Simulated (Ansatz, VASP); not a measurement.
## Co: VASP beside Ansatz

File POSCAR:

```
Co
1.0
    0.0000000000      1.7384805662      1.7384805662
    1.7384805662      0.0000000000      1.7384805662
    1.7384805662      1.7384805662      0.0000000000
Co
1
Direct
    0.0000000000      0.0000000000      0.0000000000
```

The input INCAR.step1:

```
SYSTEM = Co
PREC = Accurate
ENCUT = 520
ISMEAR = 0
SIGMA = 0.1
LREAL = .False.
LASPH = .True.
NELM = 150
ISPIN = 2
MAGMOM = 2.14
LMAXMIX = 4
NBANDS = 14
GGA = PE
ALGO = Normal
EDIFF = 1E-4
LWAVE = .True.
LCHARG = .False.
```

INCAR.step2

```
SYSTEM = Co
PREC = Accurate
ENCUT = 520
EDIFF = 1E-6
ISMEAR = 0
SIGMA = 0.1
LREAL = .False.
LASPH = .True.
NELM = 150
ALGO = Normal
ISIF = 2
LWAVE = .False.
LCHARG = .False.
ISPIN = 2
MAGMOM = 2.14
LORBIT = 11
LMAXMIX = 4
METAGGA = R2SCAN
LMIXTAU = .True.
NBANDS = 14
ISTART = 1
```

The input KPOINTS:

```
Automatic mesh
0
Gamma
  20 20 20
  0 0 0
```

Input for Ansatz:

```yaml
crystal:
  lattice:
    - [0.0, 1.7384805662, 1.7384805662]
    - [1.7384805662, 0.0, 1.7384805662]
    - [1.7384805662, 1.7384805662, 0.0]
  atoms:
    - { symbol: Co, position: [0.0, 0.0, 0.0], spin: 2.14 }
basis:
  ecutwfc: 500
kpoints:
  mp_grid: { grid: [20, 20, 20] }
hamiltonian:
  xc: r2scan
scf:
  occupations: { method: gaussian, width: 0.1 }
output:
  forces: true
  stress: true
  eigenvalues: true
  populations: true
magnetization:
  spin_polarized: true
```

Alike in both runs: task single point; functional r2SCAN; k mesh 20 × 20 × 20; occupations gaussian, width 0.1 eV; collinear spin.

|  | VASP | Ansatz |
| --- | --- | --- |
| version | VASP 6.6.1 | Ansatz 0.2.0 |
| potentials or method | VASP PAW PBE potentials, release 64 (Co), cutoff 520 eV | scalar-relativistic, plane waves, PAW |
| valence electrons in the cell | 9 | 17 |

```tsv
	VASP	Ansatz	Ansatz less VASP
gap on the k mesh at the Fermi level (eV)	none	none	-
pressure (GPa)	6.9	7.0	+0.09
net moment per atom (μB)	1.81	1.82	+0.012
size of the moment on the site where the two differ most (μB)	1.86	1.93	+0.069
```

VASP's potentials were made for PBE, not for r2SCAN. Site moments also hang on the region over which each program counts them. A gap of «none» marks a metal or a gap that the smearing closes. VASP's potentials hold 9 valence electrons a cell and Ansatz's 17, so a difference there can come from the potentials and not from the codes. Ansatz's warnings: stability check not made.
